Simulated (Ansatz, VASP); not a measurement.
## TiO2 in VASP and in Ansatz

Contents of POSCAR:

```
TiO2
1.0
    4.8034638742      0.0000000000     -0.0184775790
    0.0000000000      4.8665845341      0.0000000000
   -0.8448343849      0.0000000000      4.9689819188
Ti O
4 8
Direct
    0.2770109266      0.4454957368      0.7145491956
    0.7229890734      0.9454957368      0.7854508044
    0.7229890734      0.5545042632      0.2854508044
    0.2770109266      0.0545042632      0.2145491956
    0.4463089557      0.7419958939      0.9634471535
    0.5536910443      0.2419958939      0.5365528465
    0.5536910443      0.2580041061      0.0365528465
    0.4463089557      0.7580041061      0.4634471535
    0.0635758105      0.3224640599      0.3521157703
    0.9364241895      0.8224640599      0.1478842297
    0.9364241895      0.6775359401      0.6478842297
    0.0635758105      0.1775359401      0.8521157703
```

File INCAR.step1:

```
SYSTEM = TiO2
ALGO     = Normal         ! electronic algorithm
EDIFF    = 1E-4           ! SCF threshold, eV
ENCUT    = 520            ! plane-wave cutoff, eV
GGA      = PE             ! functional
ISMEAR   = 0              ! smearing method
LASPH    = .TRUE.         ! aspherical terms in the spheres
LCHARG   = .FALSE.        ! write CHGCAR
LREAL    = .FALSE.        ! projectors in reciprocal space
LWAVE    = .TRUE.         ! write WAVECAR
NBANDS   = 60             ! bands
NELM     = 60             ! most SCF steps
PREC     = Accurate       ! precision mode
SIGMA    = 0.01           ! smearing width, eV
```

The input INCAR.step2:

```
SYSTEM = TiO2
ALGO     = Normal         ! electronic algorithm
EDIFF    = 1E-7           ! SCF threshold, eV
ENCUT    = 520            ! plane-wave cutoff, eV
ISIF     = 2              ! what is computed and relaxed
ISMEAR   = 0              ! smearing method
ISTART   = 1            
LASPH    = .TRUE.         ! aspherical terms in the spheres
LCHARG   = .FALSE.        ! write CHGCAR
LMIXTAU  = .TRUE.       
LREAL    = .FALSE.        ! projectors in reciprocal space
LWAVE    = .FALSE.        ! write WAVECAR
METAGGA  = R2SCAN         ! meta-GGA
NBANDS   = 60             ! bands
NELM     = 60             ! most SCF steps
PREC     = Accurate       ! precision mode
SIGMA    = 0.01           ! smearing width, eV
```

File KPOINTS:

```
k-points
0
G
  6 6 6
  0 0 0
```

Input for Ansatz:

```yaml
crystal:
  lattice:
    - [4.8034638742, 0.0, -0.018477579]
    - [0.0, 4.8665845341, 0.0]
    - [-0.8448343849, 0.0, 4.9689819188]
  atoms:
    - { symbol: Ti, position: [0.2770109266, 0.4454957368, 0.7145491956] }
    - { symbol: Ti, position: [0.7229890734, 0.9454957368, 0.7854508044] }
    - { symbol: Ti, position: [0.7229890734, 0.5545042632, 0.2854508044] }
    - { symbol: Ti, position: [0.2770109266, 0.0545042632, 0.2145491956] }
    - { symbol: O, position: [0.4463089557, 0.7419958939, 0.9634471535] }
    - { symbol: O, position: [0.5536910443, 0.2419958939, 0.5365528465] }
    - { symbol: O, position: [0.5536910443, 0.2580041061, 0.0365528465] }
    - { symbol: O, position: [0.4463089557, 0.7580041061, 0.4634471535] }
    - { symbol: O, position: [0.0635758105, 0.3224640599, 0.3521157703] }
    - { symbol: O, position: [0.9364241895, 0.8224640599, 0.1478842297] }
    - { symbol: O, position: [0.9364241895, 0.6775359401, 0.6478842297] }
    - { symbol: O, position: [0.0635758105, 0.1775359401, 0.8521157703] }
kpoints:
  mp_grid: { grid: [6, 6, 6] }
  band_path:
    path:
      - [0.0, 0.0, 0.0]
      - [0.0, 0.5, 0.0]
      - [0.0, 0.5, 0.5]
      - [0.0, 0.0, 0.5]
      - [-0.5, 0.0, 0.5]
      - [-0.5, 0.5, 0.5]
      - [-0.5, 0.5, 0.0]
      - [-0.5, 0.0, 0.0]
    npoints: 1
hamiltonian:
  xc: r2scan
scf:
  occupations: { method: fixed }
  n_extra_bands: 7
output:
  forces: true
  stress: true
  eigenvalues: true
```

Alike in both runs: task single point; functional r2SCAN; k mesh 6 × 6 × 6; no spin polarisation.

|  | VASP | Ansatz |
| --- | --- | --- |
| version | VASP 6.6.1 | Ansatz 0.2.0 |
| potentials or method | VASP PAW PBE potentials, release 64 (Ti_sv, O) | plane waves, PAW |
| plane-wave cutoff (eV) | 520 | 500 |
| occupations | gaussian, width 0.01 eV | fixed |
| valence electrons in the cell | 96 | 96 |

|  | VASP | Ansatz | Ansatz less VASP |
| --- | --- | --- | --- |
| gap on the k mesh at the Fermi level (eV) | 2.72 | 2.70 | -0.022 |
| pressure (GPa) | 1.5 | 0.0 | -1.53 |
| traceless stress, the component that is largest in VASP (GPa) | -0.15 | -0.01 | +0.144 |
| rms of the force components (eV/Å) | 0.046 | 0.001 | -0.0456 |

VASP's potentials were made for PBE, not for r2SCAN. Atom by atom the forces differ by 0.046 eV/Å (rms over components).
